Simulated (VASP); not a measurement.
A run of VASP 6.6.1 is set up as follows.

INCAR

```
SYSTEM = CdS
ALGO     = Normal         ! electronic algorithm
EDIFF    = 1E-6           ! SCF threshold, eV
ENCUT    = 520            ! plane-wave cutoff, eV
GGA      = PE             ! functional
ISIF     = 2              ! what is computed and relaxed
ISMEAR   = 1              ! smearing method
LASPH    = .True.         ! aspherical terms in the spheres
LCHARG   = .False.        ! write CHGCAR
LREAL    = .False.        ! projectors in reciprocal space
LWAVE    = .False.        ! write WAVECAR
NBANDS   = 16             ! bands
NELM     = 100            ! most SCF steps
PREC     = Accurate       ! precision mode
SIGMA    = 0.1            ! smearing width, eV
```

File KPOINTS:

```
k-points
0
Gamma
  8 8 5
  0 0 0
```

File POSCAR:

```
CdS
1.0
    4.2611695877      0.0000000000      0.0000000000
   -2.1305847939      3.6902811128      0.0000000000
    0.0000000000      0.0000000000      5.8041729400
Cd S
1 1
Direct
    0.0000000000      0.0000000000      0.4426919200
    0.6666666667      0.3333333333      0.4343080800
```

Potentials or basis: VASP PAW PBE potentials, release 64 (Cd, S).

Run with:

```sh
$ cat potpaw_PBE.64/Cd/POTCAR potpaw_PBE.64/S/POTCAR > POTCAR
$ mpirun -np 1 vasp_std > vasp.out
```

Q: Estimate the band gap on the k mesh.

A: 1.47 eV, indirect (the least direct gap lies 3.9 meV higher).

Q: What does it give for the pressure?

A: -0.1 GPa.

Forces in eV/Å, atoms in the order of the input:
```
Cd   0.000  0.000 -0.002
S    0.000  0.000  0.002
```

A k mesh can miss the band edges.
